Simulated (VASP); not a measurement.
## KZnF3: single point with PBE

The system is KZnF3.

```
Zn K F
1.0
     4.05000    0.00000    0.00000
     0.00000    4.05000    0.00000
     0.00000    0.00000    4.05000
Zn K F
1 1 3
Direct
  0.50000 0.50000 0.50000
  0.00000 0.00000 0.00000
  0.50000 0.00000 0.50000
  0.00000 0.50000 0.50000
  0.50000 0.50000 0.00000
```

```
Program                : VASP 6.6.1
Task                   : single point
Functional             : PBE
Potentials or basis    : VASP PAW PBE potentials, release 64 (Zn, K_sv, F)
Cutoff                 : 520 eV
k mesh                 : 7 × 7 × 7
Occupations            : fermi-dirac, width 0.05 eV
Spin                   : no spin polarisation
Dipole correction      : no
Further INCAR settings : ALGO = Normal; EDIFF = 1e-06; NBANDS = 29
```

```yaml
Pressure: 5.0 GPa
Band_gap_on_the_k_mesh: 3.90 eV (least direct gap 5.65 eV)
```

Levels at points of the mesh, in eV from the valence-band top:
| k point | band 18 | band 19 | band 20 | band 21 | band 22 | band 23 | band 24 | band 25 |
| --- | --- | --- | --- | --- | --- | --- | --- | --- |
| (0.00, 0.00, 0.00) | -1.95 | -1.74 | -1.74 | -1.74 | 3.90 | 8.81 | 8.81 | 9.52 |

Run time: 52 s on 1 thread of Intel Xeon 8259CL, on a shared host, peak memory 0.19 GiB.

Caveat: the cell stands under pressure; an odd mesh through Γ misses points on the zone boundary, where band edges can lie.
